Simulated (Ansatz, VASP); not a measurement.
## WS2 in VASP and in Ansatz

Contents of INCAR:

```
PREC     = Accurate       # precision mode
ENCUT    = 520            # plane-wave cutoff, eV
EDIFF    = 1E-6           # SCF threshold, eV
ISMEAR   = 0              # smearing method
SIGMA    = 0.05           # smearing width, eV
LREAL    = False          # projectors in reciprocal space
LASPH    = True           # aspherical terms in the spheres
NELM     = 60             # most SCF steps
ALGO     = Normal         # electronic algorithm
ISIF     = 2              # what is computed and relaxed
LWAVE    = False          # write WAVECAR
LCHARG   = False          # write CHGCAR
GGA      = PS             # functional
NBANDS   = 35             # bands
```

File KPOINTS:

```
Automatic mesh
0
Gamma
  12 12 2
```

The input POSCAR:

```
WS2
1.0
    3.2012002007      0.0000000000      0.0000000000
   -1.6006001004      2.7723206964      0.0000000000
    0.0000000000      0.0000000000     12.9184432105
W S
2 4
Direct
    0.3333333333      0.6666666667      0.2500000000
    0.6666666667      0.3333333333      0.7500000000
    0.3333333333      0.6666666667      0.6396781747
    0.6666666667      0.3333333333      0.1396781747
    0.3333333333      0.6666666667      0.8603218253
    0.6666666667      0.3333333333      0.3603218253
```

Input for Ansatz:

```yaml
crystal:
  lattice:
    - [3.2012002007, 0.0, 0.0]
    - [-1.6006001004, 2.7723206964, 0.0]
    - [0.0, 0.0, 12.9184432105]
  atoms:
    - { symbol: W, position: [0.3333333333, 0.6666666667, 0.25] }
    - { symbol: W, position: [0.6666666667, 0.3333333333, 0.75] }
    - { symbol: S, position: [0.3333333333, 0.6666666667, 0.6396781747] }
    - { symbol: S, position: [0.6666666667, 0.3333333333, 0.1396781747] }
    - { symbol: S, position: [0.3333333333, 0.6666666667, 0.8603218253] }
    - { symbol: S, position: [0.6666666667, 0.3333333333, 0.3603218253] }
basis:
  ecutwfc: 420
kpoints:
  mp_grid: { grid: [12, 12, 2] }
hamiltonian:
  xc: pbesol
  pseudopotentials: { kind: paw, azcp: { folder: soft_1 } }
scf:
  occupations: { method: gaussian, width: 0.05 }
output:
  forces: true
  stress: true
  eigenvalues: true
```

Alike in both runs: task single point; functional PBEsol; k mesh 12 × 12 × 2; occupations gaussian, width 0.05 eV; no spin polarisation.

|  | VASP | Ansatz |
| --- | --- | --- |
| version | VASP 6.6.1 | Ansatz 0.2.0 |
| potentials or method | VASP PAW PBE potentials, release 64 (W_sv, S), cutoff 520 eV | scalar-relativistic, plane waves, PAW |
| valence electrons in the cell | 52 | 52 |

|  | VASP | Ansatz | Ansatz less VASP |
| --- | --- | --- | --- |
| gap on the k mesh at the Fermi level (eV) | 0.12 | 0.10 | -0.020 |
| least direct gap on the mesh (eV) | 1.35 | 1.35 | -0.003 |
| pressure (GPa) | 10.8 | 10.7 | -0.09 |
| traceless stress, the component that is largest in VASP (GPa) | 12.03 | 12.01 | -0.022 |
| rms of the force components (eV/Å) | 1.374 | 1.365 | -0.0098 |

VASP's potentials were made for PBE, not for PBEsol, and Ansatz warns of the same on its side. Atom by atom the forces differ by 0.010 eV/Å (rms over components).

Spin-orbit coupling is off throughout.
